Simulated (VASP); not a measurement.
# AgBr (Fm-3m) in VASP: further runs

The runs below take AgBr through single point, with PBE.

All numbers are computed with VASP 6.6.1; they aren't measurements. Logs are shortened: lines on timing, memory, paths and dates and some standing lists are left out, and cuts for length are marked.

### 1 The cell of the first run

The structure is cubic, space group Fm-3m (No. 225). The conventional cell has a = 5.501 Å, b = 5.501 Å, c = 5.501 Å, α = 90.00°, β = 90.00°, γ = 90.00°. Ag (site symmetry m-3m) has 6 Br at 2.75 Å within 3.6 Å. Within 3.6 Å of Br (site symmetry m-3m) lie 6 Ag at 2.75 Å.

### 2 Single point, PBE

The input, INCAR:

```
  PREC = Accurate
  ENCUT = 500
  EDIFF = 1E-6
  ISMEAR = 0
  SIGMA = 0.01
  LREAL = F
  LASPH = T
  NELM = 120
  ALGO = Normal
  ISIF = 2
  LWAVE = F
  LCHARG = F
  GGA = PE
  NBANDS = 16
  GGA_COMPAT = F
```

The input, KPOINTS:

```
Automatic mesh
0
Gamma
  5 5 5
```

The input, POSCAR:

```
AgBr
1.0
    0.0000000000      2.7504187405      2.7504187405
    2.7504187405      0.0000000000      2.7504187405
    2.7504187405      2.7504187405      0.0000000000
Ag Br
1 1
Direct
    0.0000000000      0.0000000000      0.0000000000
    0.5000000000      0.5000000000      0.5000000000
```

Potentials or basis: VASP PAW PBE potentials, release 64 (Ag, Br).

The run is started by

```
$ cat potpaw_PBE.64/Ag/POTCAR potpaw_PBE.64/Br/POTCAR > POTCAR
$ mpirun -np 1 vasp_std > vasp.out
```

OUTCAR:

```text
PREC = Accurate
   ENCUT = 500
   EDIFF = 1E-6
   ISMEAR = 0
   LREAL = F
   LASPH = T
   NELM = 120
   ISIF = 2
   GGA = PE

 ion  position               nearest neighbor table
   1  0.000  0.000  0.000-   2 2.75   2 2.75   2 2.75   2 2.75   2 2.75   2 2.75
   2  0.500  0.500  0.500-   1 2.75   1 2.75   1 2.75   1 2.75   1 2.75   1 2.75

  LATTYP: Found a face centered cubic cell.
 ALAT       =     5.5008374810

  Lattice vectors:

 A1 = (   0.0000000000,   2.7504187405,   2.7504187405)
 A2 = (   2.7504187405,   0.0000000000,   2.7504187405)
 A3 = (   2.7504187405,   2.7504187405,   0.0000000000)

Analysis of symmetry for initial positions (statically):
=====================================================================
 Subroutine PRICEL returns:
 Original cell was already a primitive cell.

 Routine SETGRP: Setting up the symmetry group for a
 face centered cubic supercell.

 Subroutine GETGRP returns: Found 48 space group operations
 (whereof 48 operations were pure point group operations)
 out of a pool of 48 trial point group operations.

The static configuration has the point symmetry O_h .

Analysis of symmetry for dynamics (positions and initial velocities):
=====================================================================
 Subroutine PRICEL returns:
 Original cell was already a primitive cell.

 Routine SETGRP: Setting up the symmetry group for a
 face centered cubic supercell.

 Subroutine GETGRP returns: Found 48 space group operations
 (whereof 48 operations were pure point group operations)
 out of a pool of 48 trial point group operations.

The dynamic configuration has the point symmetry O_h .

 Subroutine INISYM returns: Found 48 space group operations
 (whereof 48 operations are pure point group operations),
 and found     1 'primitive' translations

----------------------------------------------------------------------------------------

                                     Primitive cell

  volume of cell :      41.6128

  direct lattice vectors                    reciprocal lattice vectors
     0.000000000  2.750418740  2.750418740    -0.181790501  0.181790501  0.181790501
[... 65 lines left out ...]
   ISPIN  =      1    spin polarized calculation?
   LNONCOLLINEAR =      F non collinear calculations
   LSORBIT =      F    spin-orbit coupling
   LASPH  =      T    aspherical Exc in radial PAW
   ENCUT  =  500.0 eV  36.75 Ry    6.06 a.u.   7.09  7.09  7.09*2*pi/ulx,y,z
   NELM   =    120;   NELMIN=  2; NELMDL= -5     # of ELM steps
   EDIFF  = 0.1E-05   stopping-criterion for ELM
   LREAL  =      F    real-space projection
   EDIFFG = 0.1E-04   stopping-criterion for IOM
   NSW    =      0    number of steps for IOM
   IBRION =     -1    ionic relax: 0-MD 1-quasi-New 2-CG
   NFREE  =      0    steps in history (QN), initial steepest desc. (CG)
   ISIF   =      2    stress and relaxation
   ISYM   =      2    0-nonsym 1-usesym 2-fastsym
   POTIM  = 0.5000    time-step for ionic-motion
   TEBEG  =    0.0;   TEEND  =   0.0 temperature during run
   PSTRESS=    0.0 pullay stress
   NELECT =      18.0000    total number of electrons
   NUPDOWN=      -1.0000    fix difference up-down
   EMIN   =  10.00;   EMAX   =-10.00  energy-range for DOS
   EFERMI =   0.00;   METHOD = LEGACY
   ISMEAR =     0;   SIGMA  =   0.01  broadening in eV -4-tet -1-fermi 0-gaus
   EFERMI_NEDOS =   21; number of points for ismear=-14 and -15
   IALGO  =     38    algorithm
   IMIX   =      4    mixing-type and parameters
     AMIX     =   0.40;   BMIX     =  1.00
     AMIX_MAG =   1.60;   BMIX_MAG =  1.00
  volume/ion in A,a.u.               =      20.81       140.41
  Fermi-wavevector in a.u.,A,eV,Ry     =   1.238103  2.339676 20.856365  1.532900
  Thomas-Fermi vector in A             =   2.372643
   LORBIT       =      0    0 simple, 1 ext, 2 COOP (PROOUT), +10 PAW based schemes
   GGA     = PE    functional components
   LHFCALC =     F    Hartree Fock is set to
   AEXX    =    0.0000 exact exchange contribution
   IVDW    =     0    specifies the selected vdW correction
   LEPSILON=     F    determine dielectric tensor
   LRPA    =     F    only Hartree local field effects (RPA)
 non-spin polarized calculation
 Gauss-broadening in eV      SIGMA  =   0.01
  energy-cutoff  :      500.00
  volume of cell :       41.61
 maximum number of plane-waves:      1073
   NGX = 15   NGY = 15   NGZ = 15

 number of electron      17.9999996 magnetization

 Free energy of the ion-electron system (eV)
  ---------------------------------------------------
  ext. energy  EPLUGINS =         0.00000000
  ---------------------------------------------------
  free energy    TOTEN  =        -4.75394324 eV

  energy without entropy =       -4.75394324  energy(sigma->0) =       -4.75394324

 E-fermi :   5.2412     XC(G=0): -10.5240

 val. band max:        5.1368513667   @ k =   0.4000   0.0000   0.0000
 cond. band min:       6.0069641263   @ k =   0.0000   0.0000   0.0000
 fundamental gap:      0.8701127596
 Fermi energy:         5.2411682513

 k-point     1 :       0.0000    0.0000    0.0000
  band No.  band energies     occupation
      1     -10.6761      2.00000
      2       1.8843      2.00000
      3       1.8843      2.00000
      4       1.8843      2.00000
      5       1.8897      2.00000
      6       1.8897      2.00000
[... 167 lines left out ...]
      3       0.4116      2.00000
      4       0.6288      2.00000
      5       2.2731      2.00000
      6       2.3457      2.00000
[... 8 lines left out ...]
     15      18.7156      0.00000
     16      21.2286      0.00000

------------------------ aborting loop because EDIFF is reached ----------------------------------------

  FORCE on cell =-STRESS in cart. coord.  units (eV):
  Direction    XX          YY          ZZ          XY          YZ          ZX
  --------------------------------------------------------------------------------------
  -------------------------------------------------------------------------------------
  Total        2.9524308      2.9524308      2.9524308      0.0000000     -0.0000000     -0.0000000
  in kB      113.6747126    113.6747126    113.6747126      0.0000000     -0.0000000     -0.0000000
  external PRESSURE =     113.6747126 kB  Pullay stress =       0.0000000 kB

 VOLUME and BASIS-vectors are now :
 -----------------------------------------------------------------------------
  energy-cutoff  :      500.00
  volume of cell :       41.61
      direct lattice vectors                 reciprocal lattice vectors
     0.000000000  2.750418740  2.750418740    -0.181790501  0.181790501  0.181790501
     2.750418740  0.000000000  2.750418740     0.181790501 -0.181790501  0.181790501
     2.750418740  2.750418740  0.000000000     0.181790501  0.181790501 -0.181790501

 POSITION                                       TOTAL-FORCE (eV/Angst)
 -----------------------------------------------------------------------------------
      0.00000      0.00000      0.00000         0.000000     -0.000000      0.000000
      2.75042      2.75042      2.75042        -0.000000      0.000000     -0.000000
 -----------------------------------------------------------------------------------
    total drift:                                0.000000      0.000000      0.000000

  FREE ENERGIE OF THE ION-ELECTRON SYSTEM (eV)
  ---------------------------------------------------
  free  energy   TOTEN  =        -4.7539432390 eV

  energy  without entropy=       -4.7539432390  energy(sigma->0) =       -4.75394324
```

OSZICAR:

```text
N       E                     dE             d eps       ncg     rms          rms(c)
DAV:   1     0.935437674434E+02    0.93544E+02   -0.83069E+03   336   0.976E+02
DAV:   2    -0.202167394074E+01   -0.95565E+02   -0.88856E+02   400   0.211E+02
DAV:   3    -0.485749460535E+01   -0.28358E+01   -0.28319E+01   368   0.383E+01
DAV:   4    -0.487158468696E+01   -0.14090E-01   -0.14089E-01   416   0.296E+00
DAV:   5    -0.487172669842E+01   -0.14201E-03   -0.14201E-03   376   0.282E-01    0.856E+00
DAV:   6    -0.475935398319E+01    0.11237E+00   -0.18533E-01   376   0.621E+00    0.550E+00
DAV:   7    -0.475415186313E+01    0.52021E-02   -0.60814E-02   328   0.165E+00    0.180E+00
DAV:   8    -0.475398504714E+01    0.16682E-03   -0.35286E-03   384   0.610E-01    0.238E-01
DAV:   9    -0.475392370829E+01    0.61339E-04   -0.62306E-04   376   0.214E-01    0.325E-02
DAV:  10    -0.475393654159E+01   -0.12833E-04   -0.20004E-05   408   0.589E-02    0.142E-02
DAV:  11    -0.475394329830E+01   -0.67567E-05   -0.90208E-06   352   0.247E-02    0.613E-03
DAV:  12    -0.475394323901E+01    0.59296E-07   -0.63987E-07   232   0.737E-03
   1 F= -.47539432E+01 E0= -.47539432E+01  d E =-.396861E-50
```

Wall time 7.2 s (1 thread of Intel Xeon Platinum 8375C at 2.90GHz (Ice Lake), shared host); peak memory 0.15 GiB.

Results:

- Free energy: -4.7539 eV
- Pressure: 11.4 GPa
- Band gap on the k mesh: 0.87 eV, indirect (least direct gap 3.11 eV)

Levels at points of the mesh, in eV from the valence-band top:
```
           k point  band 7  band 8  band 9  band 10  band 11  band 12
(0.00, 0.00, 0.00)   -2.24   -2.24   -2.24     0.87    10.05    10.05
```

A k mesh can miss the band edges.

### 3 Single point, PBE

This run uses another cell than the first one, of 21.75 Å³/atom, 1.045 times its volume.

The input, INCAR:

```
SYSTEM = AgBr
  PREC = Accurate
  ENCUT = 500
  EDIFF = 1E-6
  ISMEAR = 0
  SIGMA = 0.01
  LREAL = .False.
  LASPH = .True.
  NELM = 120
  ALGO = Normal
  ISIF = 2
  LWAVE = .False.
  LCHARG = .False.
  GGA = PE
  NBANDS = 16
  GGA_COMPAT = .False.
```

The input, KPOINTS:

```
regular mesh
0
Gamma
  5 5 5
  0 0 0
```

The input, POSCAR:

```
AgBr
1.0
    0.0000000000      2.7914758196      2.7914758196
    2.7914758196      0.0000000000      2.7914758196
    2.7914758196      2.7914758196      0.0000000000
Ag Br
1 1
Direct
    0.0000000000      0.0000000000      0.0000000000
    0.5000000000      0.5000000000      0.5000000000
```

Potentials or basis: VASP PAW PBE potentials, release 64 (Ag, Br).

The run is started by

```
$ cat potpaw_PBE.64/Ag/POTCAR potpaw_PBE.64/Br/POTCAR > POTCAR
$ mpirun -np 1 vasp_std > vasp.out
```

It took 8.3 s on 1 thread of Intel Xeon Platinum 8375C at 2.90GHz (Ice Lake), shared host; peak memory 0.16 GiB.

Results (log left out):

| Property | Result |
| --- | --- |
| Free energy | -4.8653 eV |
| Pressure | 7.6 GPa |
| Band gap on the k mesh | 0.84 eV, indirect (least direct gap 2.92 eV) |

Levels at points of the mesh, in eV from the valence-band top:
```
           k point  band 6  band 7  band 8  band 9  band 10  band 11  band 12  band 13
(0.00, 0.00, 0.00)   -3.02   -2.08   -2.08   -2.08     0.84    10.05    10.05    10.05
```

A k mesh can miss the band edges.

### 4 Single point, PBE

This run uses another cell than the first one, of 23.64 Å³/atom, 1.136 times its volume.

The input, INCAR:

```
SYSTEM = AgBr
PREC = Accurate ; ENCUT = 500
EDIFF = 1E-6 ; ISMEAR = 0
SIGMA = 0.01 ; LREAL = .FALSE.
LASPH = .TRUE. ; NELM = 120
ALGO = Normal ; ISIF = 2
LWAVE = .FALSE. ; LCHARG = .FALSE.
GGA = PE ; NBANDS = 16
GGA_COMPAT = .FALSE.
```

The input, KPOINTS:

```
regular mesh
0
G
  5 5 5
  0 0 0
```

The input, POSCAR:

```
AgBr
1.0
    0.0000000000      2.8701500000      2.8701500000
    2.8701500000      0.0000000000      2.8701500000
    2.8701500000      2.8701500000      0.0000000000
Ag Br
1 1
Direct
    0.0000000000      0.0000000000      0.0000000000
    0.5000000000      0.5000000000      0.5000000000
```

Potentials or basis: VASP PAW PBE potentials, release 64 (Ag, Br).

The run is started by

```
$ cat potpaw_PBE.64/Ag/POTCAR potpaw_PBE.64/Br/POTCAR > POTCAR
$ mpirun -np 1 vasp_std > vasp.out
```

OUTCAR:

```text
SYSTEM = AgBr
   PREC = Accurate
   ENCUT = 500
   EDIFF = 1E-6
   ISMEAR = 0
   LREAL = .FALSE.
   LASPH = .TRUE.
   NELM = 120
   ISIF = 2
   GGA = PE

 ion  position               nearest neighbor table
   1  0.000  0.000  0.000-   2 2.87   2 2.87   2 2.87   2 2.87   2 2.87   2 2.87
   2  0.500  0.500  0.500-   1 2.87   1 2.87   1 2.87   1 2.87   1 2.87   1 2.87

  LATTYP: Found a face centered cubic cell.
 ALAT       =     5.7403000000

  Lattice vectors:

 A1 = (   0.0000000000,   2.8701500000,   2.8701500000)
 A2 = (   2.8701500000,   0.0000000000,   2.8701500000)
 A3 = (   2.8701500000,   2.8701500000,   0.0000000000)

Analysis of symmetry for initial positions (statically):
=====================================================================
 Subroutine PRICEL returns:
 Original cell was already a primitive cell.

 Routine SETGRP: Setting up the symmetry group for a
 face centered cubic supercell.

 Subroutine GETGRP returns: Found 48 space group operations
 (whereof 48 operations were pure point group operations)
 out of a pool of 48 trial point group operations.

The static configuration has the point symmetry O_h .

Analysis of symmetry for dynamics (positions and initial velocities):
[... 147 lines left out ...]
 val. band max:        3.4838220126   @ k =   0.4000   0.0000   0.0000
 cond. band min:       4.2947105839   @ k =   0.0000   0.0000   0.0000
 fundamental gap:      0.8108885713
 Fermi energy:         3.5311696159

 k-point     1 :       0.0000    0.0000    0.0000
  band No.  band energies     occupation
      1     -11.4552      2.00000
      2       0.8241      2.00000
      3       0.8241      2.00000
      4       0.8241      2.00000
      5       0.8246      2.00000
      6       0.8246      2.00000
[... 167 lines left out ...]
      3      -0.3982      2.00000
      4      -0.1521      2.00000
      5       1.1145      2.00000
      6       1.1480      2.00000
[... 8 lines left out ...]
     15      16.6372      0.00000
     16      18.9513      0.00000

------------------------ aborting loop because EDIFF is reached ----------------------------------------

  FORCE on cell =-STRESS in cart. coord.  units (eV):
  Direction    XX          YY          ZZ          XY          YZ          ZX
  --------------------------------------------------------------------------------------
  -------------------------------------------------------------------------------------
  Total        0.6934482      0.6934482      0.6934482      0.0000000      0.0000000     -0.0000000
  in kB       23.4952907     23.4952907     23.4952907      0.0000000      0.0000000     -0.0000000
  external PRESSURE =      23.4952907 kB  Pullay stress =       0.0000000 kB

 VOLUME and BASIS-vectors are now :
 -----------------------------------------------------------------------------
  energy-cutoff  :      500.00
  volume of cell :       47.29
      direct lattice vectors                 reciprocal lattice vectors
     0.000000000  2.870150000  2.870150000    -0.174206923  0.174206923  0.174206923
     2.870150000  0.000000000  2.870150000     0.174206923 -0.174206923  0.174206923
     2.870150000  2.870150000  0.000000000     0.174206923  0.174206923 -0.174206923

 POSITION                                       TOTAL-FORCE (eV/Angst)
 -----------------------------------------------------------------------------------
      0.00000      0.00000      0.00000         0.000000      0.000000      0.000000
      2.87015      2.87015      2.87015        -0.000000     -0.000000     -0.000000
 -----------------------------------------------------------------------------------
    total drift:                               -0.000000      0.000000      0.000000

  FREE ENERGIE OF THE ION-ELECTRON SYSTEM (eV)
  ---------------------------------------------------
  free  energy   TOTEN  =        -4.9781482724 eV

  energy  without entropy=       -4.9781482724  energy(sigma->0) =       -4.97814827
```

Run time: 8.6 s. Hardware: 1 thread of Intel Xeon Platinum 8375C at 2.90GHz (Ice Lake), shared host; peak memory 0.16 GiB.

Results:

```
Free energy            : -4.9781 eV
Pressure               : 2.3 GPa
Band gap on the k mesh : 0.81 eV, indirect (least direct gap 2.60 eV)
```

Levels at points of the mesh, in eV from the valence-band top:
```
           k point  band 6  band 7  band 8  band 9  band 10  band 11  band 12  band 13
(0.00, 0.00, 0.00)   -2.66   -1.79   -1.79   -1.79     0.81    10.05    10.05    10.05
```

A k mesh can miss the band edges. PBE gaps usually lie below the measured ones, often by a third to a half.

[end of part 1 of 2]
